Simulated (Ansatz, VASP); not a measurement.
**One calculation of TiH2, two programs**

```
CELL_PARAMETERS angstrom
-1.72422 1.72422 2.30418
1.72422 -1.72422 2.30418
1.72422 1.72422 -2.30418
ATOMIC_POSITIONS crystal
Ti 0.00000 0.00000 0.00000
H 0.75000 0.25000 0.50000
H 0.25000 0.75000 0.50000
```

Change from the starting cell: strain +0.080 along x and y, +0.080 along z, atoms carried along.

Alike in both runs: task single point; functional PBEsol; k mesh 20 × 20 × 20; occupations gaussian, width 0.15 eV; no spin polarisation.

|  | VASP | Ansatz |
| --- | --- | --- |
| version | VASP 6.6.1 | Ansatz 0.2.0 |
| potentials or method | VASP PAW PBE potentials, release 64 (Ti_sv, H), cutoff 520 eV | scalar-relativistic, plane waves, PAW |
| valence electrons in the cell | 14 | 14 |

```tsv
	VASP	Ansatz	Ansatz less VASP
gap on the k mesh at the Fermi level (eV)	none	none	-
pressure (GPa)	-24.1	-24.1	+0.02
traceless stress, the component that is largest in VASP (GPa)	1.20	1.21	+0.001
```

VASP's potentials were made for PBE, not for PBEsol. A gap of «none» marks a metal or a gap that the smearing closes. The functional is the same, so the differences come from potentials, cutoffs and numerics.
